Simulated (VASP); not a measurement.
# C (Fd-3m) in VASP: single point with LDA

Aim: the single point of C with LDA.

Program: VASP 6.6.1. These are calculated values, not measurements. Logs are shortened: lines on timing, memory, paths and dates and some standing lists are left out, and cuts for length are marked.

**1. The cell of the first run**

Symmetry: Fd-3m, No. 227, cubic system. The conventional cell has a = 3.532 Å, b = 3.532 Å, c = 3.532 Å, α = 90.00°, β = 90.00°, γ = 90.00°. Within 2.0 Å of C (site symmetry -43m) lie 4 C at 1.53 Å.

**2. Single point, LDA**

File INCAR:

```
  PREC = Accurate
  ENCUT = 1300
  EDIFF = 1E-6
  ISMEAR = -1
  SIGMA = 0.02
  LREAL = F
  LASPH = T
  NELM = 120
  ALGO = Normal
  ISIF = 2
  LWAVE = F
  LCHARG = F
  GGA = CA
  NBANDS = 11
  GGA_COMPAT = F
```

File KPOINTS:

```
regular mesh
0
Gamma
  14 14 14
```

File POSCAR:

```
C
1.0
    0.0000000000      1.7658614235      1.7658614235
    1.7658614235      0.0000000000      1.7658614235
    1.7658614235      1.7658614235      0.0000000000
C
2
Direct
   -0.1250000000     -0.1250000000     -0.1250000000
    0.1250000000      0.1250000000      0.1250000000
```

Potentials or basis: VASP PAW LDA potentials, release 64 (C_h).

Command:

```
> cat potpaw_LDA.64/C_h/POTCAR > POTCAR
> mpirun -np 1 vasp_std > vasp.out
```

OUTCAR:

```text
PREC = Accurate
   ENCUT = 1300
   EDIFF = 1E-6
   ISMEAR = -1
   LREAL = F
   LASPH = T
   NELM = 120
   ISIF = 2
   GGA = CA

 ion  position               nearest neighbor table
   1  0.875  0.875  0.875-
   2  0.125  0.125  0.125-

  LATTYP: Found a face centered cubic cell.
 ALAT       =     3.5317228470

  Lattice vectors:

 A1 = (   0.0000000000,   1.7658614235,   1.7658614235)
 A2 = (   1.7658614235,   0.0000000000,   1.7658614235)
 A3 = (   1.7658614235,   1.7658614235,   0.0000000000)

Analysis of symmetry for initial positions (statically):
=====================================================================
 Subroutine PRICEL returns:
 Original cell was already a primitive cell.

 Routine SETGRP: Setting up the symmetry group for a
 face centered cubic supercell.

 Subroutine GETGRP returns: Found 48 space group operations
 (whereof 12 operations were pure point group operations)
 out of a pool of 48 trial point group operations.

The static configuration has the point symmetry D_3d.
 The point group associated with its full space group is O_h .

Analysis of symmetry for dynamics (positions and initial velocities):
=====================================================================
 Subroutine PRICEL returns:
 Original cell was already a primitive cell.

 Routine SETGRP: Setting up the symmetry group for a
 face centered cubic supercell.

 Subroutine GETGRP returns: Found 48 space group operations
 (whereof 12 operations were pure point group operations)
 out of a pool of 48 trial point group operations.

The dynamic configuration has the point symmetry D_3d.
 The point group associated with its full space group is O_h .

 Subroutine INISYM returns: Found 48 space group operations
 (whereof 12 operations are pure point group operations),
 and found     1 'primitive' translations

----------------------------------------------------------------------------------------

                                     Primitive cell

  volume of cell :      11.0129

  direct lattice vectors                    reciprocal lattice vectors
     0.000000000  1.765861424  1.765861424    -0.283147926  0.283147926  0.283147926
     1.765861424  0.000000000  1.765861424     0.283147926 -0.283147926  0.283147926
     1.765861424  1.765861424  0.000000000     0.283147926  0.283147926 -0.283147926

  length of vectors
     2.497305174  2.497305174  2.497305174     0.490426594  0.490426594  0.490426594

[... 86 lines left out ...]
   ISIF   =      2    stress and relaxation
   ISYM   =      2    0-nonsym 1-usesym 2-fastsym
   POTIM  = 0.5000    time-step for ionic-motion
   TEBEG  =    0.0;   TEEND  =   0.0 temperature during run
   PSTRESS=    0.0 pullay stress
   NELECT =       8.0000    total number of electrons
   NUPDOWN=      -1.0000    fix difference up-down
   EMIN   =  10.00;   EMAX   =-10.00  energy-range for DOS
   EFERMI =   0.00;   METHOD = LEGACY
   ISMEAR =    -1;   SIGMA  =   0.02  broadening in eV -4-tet -1-fermi 0-gaus
   EFERMI_NEDOS =   21; number of points for ismear=-14 and -15
   IALGO  =     38    algorithm
   IMIX   =      4    mixing-type and parameters
     AMIX     =   0.40;   BMIX     =  1.00
     AMIX_MAG =   1.60;   BMIX_MAG =  1.00
  volume/ion in A,a.u.               =       5.51        37.16
  Fermi-wavevector in a.u.,A,eV,Ry     =   1.471651  2.781017 29.466915  2.165757
  Thomas-Fermi vector in A             =   2.586761
   LORBIT       =      0    0 simple, 1 ext, 2 COOP (PROOUT), +10 PAW based schemes
   GGA     = CA    functional components
   LHFCALC =     F    Hartree Fock is set to
   AEXX    =    0.0000 exact exchange contribution
   IVDW    =     0    specifies the selected vdW correction
   LEPSILON=     F    determine dielectric tensor
   LRPA    =     F    only Hartree local field effects (RPA)
 non-spin polarized calculation
  energy-cutoff  :     1300.00
  volume of cell :       11.01
 maximum number of plane-waves:      1211
 NGX is ok and might be reduce to    30
   NGX = 15   NGY = 15   NGZ = 15

 number of electron       8.0000000 magnetization

 Free energy of the ion-electron system (eV)
  ---------------------------------------------------
  ext. energy  EPLUGINS =         0.00000000
  ---------------------------------------------------
  free energy    TOTEN  =       -20.26747839 eV

  energy without entropy =      -20.26747839  energy(sigma->0) =      -20.26747839

 E-fermi :  11.7053     XC(G=0): -13.7973

 val. band max:       11.3378367900   @ k =   0.0000   0.0000   0.0000
 cond. band min:      15.5102916200   @ k =   0.3571   0.3571   0.0000
 fundamental gap:      4.1724548299
 Fermi energy:        11.7052540733

 k-point     1 :       0.0000    0.0000    0.0000
  band No.  band energies     occupation
      1     -10.3803      2.00000
      2      11.3378      2.00000
      3      11.3378      2.00000
      4      11.3378      2.00000
      5      16.9644      0.00000
      6      16.9644      0.00000
      7      16.9644      0.00000
      8      25.5686      0.00000
      9      30.7363      0.00000
     10      38.2906      0.00000
     11      38.2906      0.00000
[... 309 lines left out ...]
 k-point    24 :       0.2857    0.1429    0.0000
  band No.  band energies     occupation
      1      -8.2885      2.00000
      2       5.2522      2.00000
      3       7.9238      2.00000
      4       8.7361      2.00000
      5      17.3206      0.00000
      6      21.5417      0.00000
      7      21.5485      0.00000
      8      23.9597      0.00000
      9      32.1270      0.00000
     10      32.8154      0.00000
     11      37.8903      0.00000

 [... further k-points ...]

------------------------ aborting loop because EDIFF is reached ----------------------------------------

  FORCE on cell =-STRESS in cart. coord.  units (eV):
  Direction    XX          YY          ZZ          XY          YZ          ZX
  --------------------------------------------------------------------------------------
  -------------------------------------------------------------------------------------
  Total        0.0634621      0.0634621      0.0634621      0.0000000      0.0000000      0.0000000
  in kB        9.2326300      9.2326300      9.2326300      0.0000000      0.0000000      0.0000000
  external PRESSURE =       9.2326300 kB  Pullay stress =       0.0000000 kB

 VOLUME and BASIS-vectors are now :
 -----------------------------------------------------------------------------
  energy-cutoff  :     1300.00
  volume of cell :       11.01
      direct lattice vectors                 reciprocal lattice vectors
     0.000000000  1.765861424  1.765861424    -0.283147926  0.283147926  0.283147926
     1.765861424  0.000000000  1.765861424     0.283147926 -0.283147926  0.283147926
     1.765861424  1.765861424  0.000000000     0.283147926  0.283147926 -0.283147926

 POSITION                                       TOTAL-FORCE (eV/Angst)
 -----------------------------------------------------------------------------------
      3.09026      3.09026      3.09026         0.000000     -0.000000      0.000000
      0.44147      0.44147      0.44147        -0.000000      0.000000     -0.000000
 -----------------------------------------------------------------------------------
    total drift:                               -0.000000      0.000000      0.000000

  FREE ENERGIE OF THE ION-ELECTRON SYSTEM (eV)
  ---------------------------------------------------
  free  energy   TOTEN  =       -20.2674783942 eV

  energy  without entropy=      -20.2674783942  energy(sigma->0) =      -20.26747839
```

Wall time 33 s (1 thread of Intel Xeon Platinum 8375C at 2.90GHz (Ice Lake), shared host); peak memory 0.16 GiB.

What came out:

| Item | Value |
| --- | --- |
| Free energy | -20.2675 eV |
| Pressure | 0.9 GPa |
| Band gap on the k mesh | 4.17 eV (least direct gap 5.63 eV) |
